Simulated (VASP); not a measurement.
# ZnO (P6_3/mmc) in VASP: notebook

Runs on ZnO. Level: PBE+D3(BJ). Tasks: single point, relaxation of cell and atoms.

Program: VASP 6.6.1. These are calculated values, not measurements. Logs are shortened: lines on timing, memory, paths and dates and some standing lists are left out, and cuts for length are marked.

## Step 1: The cell of the first run

The structure is hexagonal, space group P6_3/mmc (No. 194). Conventional cell: a = 3.266 Å, b = 3.266 Å, c = 6.169 Å, α = 90.00°, β = 90.00°, γ = 120.00°. Zn (site symmetry -6m2) has 3 O at 1.89 Å within 2.5 Å. O (site symmetry -6m2) has 3 Zn at 1.89 Å within 2.5 Å.

## Step 2: Single point, PBE+D3(BJ)

INCAR reads:

```
SYSTEM = ZnO
PREC = Accurate
ENCUT = 520
EDIFF = 1E-6
ISMEAR = 0
SIGMA = 0.02
LREAL = .FALSE.
LASPH = .TRUE.
NELM = 80
ALGO = Normal
ISIF = 2
LWAVE = .FALSE.
LCHARG = .FALSE.
GGA = PE
IVDW = 12
NBANDS = 26
```

KPOINTS reads:

```
regular mesh
0
G
  12 12 4
  0 0 0
```

POSCAR reads:

```
ZnO
1.0
    3.2662751495      0.0000000000      0.0000000000
   -1.6331375747      2.8286772553      0.0000000000
    0.0000000000      0.0000000000      6.1688483439
Zn O
2 2
Direct
    0.0000000000      0.0000000000      0.7500000000
    0.0000000000      0.0000000000      0.2500000000
    0.3333333333      0.6666666667      0.2500000000
    0.6666666667      0.3333333333      0.7500000000
```

Potentials or basis: VASP PAW PBE potentials, release 64 (Zn, O).

On the command line:

```bash
$ cat potpaw_PBE.64/Zn/POTCAR potpaw_PBE.64/O/POTCAR > POTCAR
$ mpirun -np 1 vasp_std > vasp.out
```

OUTCAR:

```text
SYSTEM = ZnO
   PREC = Accurate
   ENCUT = 520
   EDIFF = 1E-6
   ISMEAR = 0
   LREAL = .FALSE.
   LASPH = .TRUE.
   NELM = 80
   ISIF = 2
   GGA = PE
   IVDW = 12
 IVDW          = 12

 ion  position               nearest neighbor table
   1  0.000  0.000  0.750-   4 1.89   4 1.89   4 1.89
   2  0.000  0.000  0.250-   3 1.89   3 1.89   3 1.89
   3  0.333  0.667  0.250-   2 1.89   2 1.89   2 1.89
   4  0.667  0.333  0.750-   1 1.89   1 1.89   1 1.89

  LATTYP: Found a hexagonal cell.
 ALAT       =     3.2662751495
 C/A-ratio  =     1.8886493212

  Lattice vectors:

 A1 = (   3.2662751495,   0.0000000000,   0.0000000000)
 A2 = (  -1.6331375747,   2.8286772553,   0.0000000000)
 A3 = (   0.0000000000,   0.0000000000,   6.1688483439)

Analysis of symmetry for initial positions (statically):
=====================================================================
 Subroutine PRICEL returns:
 Original cell was already a primitive cell.

 Routine SETGRP: Setting up the symmetry group for a
 hexagonal supercell.

 Subroutine GETGRP returns: Found 24 space group operations
 (whereof 12 operations were pure point group operations)
 out of a pool of 24 trial point group operations.

The static configuration has the point symmetry D_3d.
 The point group associated with its full space group is D_6h.

Analysis of symmetry for dynamics (positions and initial velocities):
=====================================================================
 Subroutine PRICEL returns:
 Original cell was already a primitive cell.

 Routine SETGRP: Setting up the symmetry group for a
 hexagonal supercell.

 Subroutine GETGRP returns: Found 24 space group operations
 (whereof 12 operations were pure point group operations)
 out of a pool of 24 trial point group operations.

The dynamic configuration has the point symmetry D_3d.
 The point group associated with its full space group is D_6h.

 Subroutine INISYM returns: Found 24 space group operations
 (whereof 12 operations are pure point group operations),
 and found     1 'primitive' translations

----------------------------------------------------------------------------------------

                                     Primitive cell

  volume of cell :      56.9955

  direct lattice vectors                    reciprocal lattice vectors
     3.266275150  0.000000000  0.000000000     0.306159143  0.176761064  0.000000000
    -1.633137575  2.828677255  0.000000000     0.000000000  0.353522127  0.000000000
     0.000000000  0.000000000  6.168848344     0.000000000  0.000000000  0.162104812

  length of vectors
     3.266275150  3.266275150  6.168848344     0.353522127  0.353522127  0.162104812

  position of ions in fractional coordinates (direct lattice)
     0.000000000  0.000000000  0.750000000
     0.000000000  0.000000000  0.250000000
     0.333333333  0.666666667  0.250000000
     0.666666667  0.333333333  0.750000000

  ion indices of the primitive-cell ions
   primitive index   ion index
                 1           1
                 2           2
                 3           3
                 4           4

----------------------------------------------------------------------------------------

 KPOINTS: regular mesh

Automatic generation of k-mesh.
 Grid dimensions read from file:
 generate k-points for:   12   12    4

 Generating k-lattice:

  Cartesian coordinates                     Fractional coordinates (reciprocal lattice)
     0.025513262  0.014730089  0.000000000     0.083333333  0.000000000  0.000000000
     0.000000000  0.029460177  0.000000000     0.000000000  0.083333333  0.000000000
     0.000000000  0.000000000  0.040526203     0.000000000  0.000000000  0.250000000

  Length of vectors
     0.029460177  0.029460177  0.040526203

  Shift w.r.t. Gamma in fractional coordinates (k-lattice)
     0.000000000  0.000000000  0.000000000

 Subroutine IBZKPT returns following result:
 ===========================================

 Found     57 irreducible k-points:

 Following reciprocal coordinates:
            Coordinates               Weight
  0.000000  0.000000  0.000000      1.000000
  0.083333 -0.000000  0.000000      6.000000
  0.166667 -0.000000  0.000000      6.000000
  0.250000  0.000000  0.000000      6.000000
  0.333333 -0.000000  0.000000      6.000000
  0.416667 -0.000000  0.000000      6.000000
[... 16 lines left out ...]
  0.250000  0.000000  0.250000     12.000000
  0.333333 -0.000000  0.250000     12.000000
 [... further k-points ...]
   k-points           NKPTS =     57   k-points in BZ     NKDIM =     57   number of bands    NBANDS=     26
   number of dos      NEDOS =    301   number of ions     NIONS =      4
   total plane-waves  NPLWV =  27648
   dimension x,y,z NGX =    24 NGY =   24 NGZ =   48
   dimension x,y,z NGXF=    48 NGYF=   48 NGZF=   96
   ions per type =               2   2
   NGX,Y,Z   is equivalent  to a cutoff of  12.22, 12.22, 12.94 a.u.
   NGXF,Y,Z  is equivalent  to a cutoff of  24.43, 24.43, 25.87 a.u.
 SYSTEM =  ZnO
   PREC   = accura    normal or accurate (medium, high low for compatibility)
   ISTART =      0    job   : 0-new  1-cont  2-samecut
   ICHARG =      2    charge: 1-file 2-atom 10-const
   ISPIN  =      1    spin polarized calculation?
   LNONCOLLINEAR =      F non collinear calculations
   LSORBIT =      F    spin-orbit coupling
   LASPH  =      T    aspherical Exc in radial PAW
   ENCUT  =  520.0 eV  38.22 Ry    6.18 a.u.   6.07  6.07 11.47*2*pi/ulx,y,z
   NELM   =     80;   NELMIN=  2; NELMDL= -5     # of ELM steps
   EDIFF  = 0.1E-05   stopping-criterion for ELM
   LREAL  =      F    real-space projection
   EDIFFG = 0.1E-04   stopping-criterion for IOM
   NSW    =      0    number of steps for IOM
   IBRION =     -1    ionic relax: 0-MD 1-quasi-New 2-CG
   NFREE  =      0    steps in history (QN), initial steepest desc. (CG)
   ISIF   =      2    stress and relaxation
   ISYM   =      2    0-nonsym 1-usesym 2-fastsym
   POTIM  = 0.5000    time-step for ionic-motion
   TEBEG  =    0.0;   TEEND  =   0.0 temperature during run
   PSTRESS=    0.0 pullay stress
   NELECT =      36.0000    total number of electrons
   NUPDOWN=      -1.0000    fix difference up-down
   EMIN   =  10.00;   EMAX   =-10.00  energy-range for DOS
   EFERMI =   0.00;   METHOD = LEGACY
   ISMEAR =     0;   SIGMA  =   0.02  broadening in eV -4-tet -1-fermi 0-gaus
   EFERMI_NEDOS =   21; number of points for ismear=-14 and -15
   IALGO  =     38    algorithm
   IMIX   =      4    mixing-type and parameters
     AMIX     =   0.40;   BMIX     =  1.00
     AMIX_MAG =   1.60;   BMIX_MAG =  1.00
  volume/ion in A,a.u.               =      14.25        96.16
  Fermi-wavevector in a.u.,A,eV,Ry     =   1.404631  2.654368 26.844134  1.972988
  Thomas-Fermi vector in A             =   2.527173
   LORBIT       =      0    0 simple, 1 ext, 2 COOP (PROOUT), +10 PAW based schemes
   GGA     = PE    functional components
   LHFCALC =     F    Hartree Fock is set to
   AEXX    =    0.0000 exact exchange contribution
   IVDW    =    12    specifies the selected vdW correction
   LEPSILON=     F    determine dielectric tensor
   LRPA    =     F    only Hartree local field effects (RPA)
 non-spin polarized calculation
 Gauss-broadening in eV      SIGMA  =   0.02
  energy-cutoff  :      520.00
  volume of cell :       57.00
 maximum number of plane-waves:      1560
   NGX = 13   NGY = 13   NGZ = 23

 number of electron      36.0000015 magnetization

 Free energy of the ion-electron system (eV)
  ---------------------------------------------------
  ext. energy  EPLUGINS =         0.00000000
  ---------------------------------------------------
  free energy    TOTEN  =       -16.90025331 eV

  energy without entropy =      -16.90025331  energy(sigma->0) =      -16.90025331

 E-fermi :   0.1120     XC(G=0):  -9.8677

 val. band max:        0.0277204413   @ k =   0.0000   0.0000   0.0000
 cond. band min:       0.7308255446   @ k =   0.0000   0.0000   0.0000
 fundamental gap:      0.7031051033
 Fermi energy:         0.1120429347

 k-point     1 :       0.0000    0.0000    0.0000
  band No.  band energies     occupation
      1     -17.6500      2.00000
      2     -17.4200      2.00000
      3      -6.2332      2.00000
      4      -6.2332      2.00000
      5      -6.1818      2.00000
      6      -6.1818      2.00000
[... 18 lines left out ...]
     25      13.8064      0.00000
     26      14.0931      0.00000

 k-point     2 :       0.0833   -0.0000    0.0000
  band No.  band energies     occupation
      1     -17.6146      2.00000
      2     -17.3916      2.00000
      3      -6.2462      2.00000
      4      -6.1983      2.00000
      5      -6.1858      2.00000
      6      -6.1345      2.00000
[... 18 lines left out ...]
     25      13.5360      0.00000
     26      13.9453      0.00000

 k-point     3 :       0.1667   -0.0000    0.0000
  band No.  band energies     occupation
      1     -17.5159      2.00000
      2     -17.3137      2.00000
      3      -6.2675      2.00000
      4      -6.2291      2.00000
      5      -6.0488      2.00000
      6      -5.9982      2.00000
[... 18 lines left out ...]
     25      13.0884      0.00000
     26      14.3339      0.00000

 k-point     4 :       0.2500    0.0000    0.0000
  band No.  band energies     occupation
      1     -17.3762      2.00000
      2     -17.2071      2.00000
      3      -6.2565      2.00000
      4      -6.2305      2.00000
      5      -5.8395      2.00000
      6      -5.7918      2.00000
[... 18 lines left out ...]
     25      13.5364      0.00000
     26      14.4187      0.00000

 k-point     5 :       0.3333   -0.0000    0.0000
  band No.  band energies     occupation
      1     -17.2287      2.00000
      2     -17.1025      2.00000
      3      -6.1813      2.00000
      4      -6.1668      2.00000
      5      -5.5941      2.00000
      6      -5.5537      2.00000
[... 18 lines left out ...]
     25      13.9345      0.00000
     26      14.1577      0.00000

 k-point     6 :       0.4167   -0.0000    0.0000
  band No.  band energies     occupation
      1     -17.1116      2.00000
      2     -17.0309      2.00000
      3      -6.0598      2.00000
      4      -6.0518      2.00000
      5      -5.5428      2.00000
      6      -5.3787      2.00000
[... 427 lines left out ...]
 k-point    21 :       0.0833   -0.0000    0.2500
  band No.  band energies     occupation
      1     -17.5828      2.00000
      2     -17.4253      2.00000
      3      -6.2397      2.00000
      4      -6.2057      2.00000
      5      -6.1784      2.00000
      6      -6.1421      2.00000
[... 18 lines left out ...]
     25      13.1996      0.00000
     26      13.9494      0.00000

 k-point    22 :       0.1667   -0.0000    0.2500
  band No.  band energies     occupation
      1     -17.4870      2.00000
      2     -17.3440      2.00000
      3      -6.2634      2.00000
      4      -6.2361      2.00000
      5      -6.0416      2.00000
      6      -6.0058      2.00000
[... 18 lines left out ...]
     25      13.2431      0.00000
     26      14.4123      0.00000

 k-point    23 :       0.2500    0.0000    0.2500
  band No.  band energies     occupation
      1     -17.3518      2.00000
      2     -17.2323      2.00000
      3      -6.2564      2.00000
      4      -6.2374      2.00000
      5      -5.8328      2.00000
      6      -5.7991      2.00000
[... 18 lines left out ...]
     25      13.6851      0.00000
     26      14.1496      0.00000

 k-point    24 :       0.3333   -0.0000    0.2500
  band No.  band energies     occupation
      1     -17.2104      2.00000
      2     -17.1211      2.00000
      3      -6.1861      2.00000
      4      -6.1746      2.00000
      5      -5.5887      2.00000
      6      -5.5601      2.00000
[... 18 lines left out ...]
     25      13.3977      0.00000
     26      14.0646      0.00000

 [... further k-points ...]

------------------------ aborting loop because EDIFF is reached ----------------------------------------

 Edisp (eV)   -0.74887

 E8    (eV) :    -0.2844

  FORCE on cell =-STRESS in cart. coord.  units (eV):
  Direction    XX          YY          ZZ          XY          YZ          ZX
  --------------------------------------------------------------------------------------
  -------------------------------------------------------------------------------------
  Total       0.52698     0.52698    -0.03109     0.00000     0.00000     0.00000
  in kB      14.81359    14.81359    -0.87402     0.00000     0.00000     0.00000
  external pressure =        9.58 kB  Pullay stress =        0.00 kB

 VOLUME and BASIS-vectors are now :
 -----------------------------------------------------------------------------
  energy-cutoff  :      520.00
  volume of cell :       57.00
      direct lattice vectors                 reciprocal lattice vectors
     3.266275150  0.000000000  0.000000000     0.306159143  0.176761064  0.000000000
    -1.633137575  2.828677255  0.000000000     0.000000000  0.353522127  0.000000000
     0.000000000  0.000000000  6.168848344     0.000000000  0.000000000  0.162104812

 POSITION                                       TOTAL-FORCE (eV/Angst)
 -----------------------------------------------------------------------------------
      0.00000      0.00000      4.62664         0.000000     -0.000000      0.000000
      0.00000      0.00000      1.54221        -0.000000      0.000000      0.000000
     -0.00000      1.88578      1.54221        -0.000000      0.000000      0.000000
      1.63314      0.94289      4.62664         0.000000     -0.000000     -0.000000
 -----------------------------------------------------------------------------------
    total drift:                               -0.000000      0.000000      0.000000

  FREE ENERGIE OF THE ION-ELECTRON SYSTEM (eV)
  ---------------------------------------------------
  free  energy   TOTEN  =       -17.6491200990 eV

  energy  without entropy=      -17.6491200990  energy(sigma->0) =      -17.64912010
```

It took 32 s on 1 thread of Intel Xeon 6975P-C (Granite Rapids), shared host; peak memory 0.22 GiB.

Results:

```
Free energy                : -17.6491 eV
Pressure                   : 1.0 GPa
Band gap on the k mesh     : 0.70 eV, direct
Dispersion energy per atom : -0.187 eV
```

(Continued in part 2 of 2.)
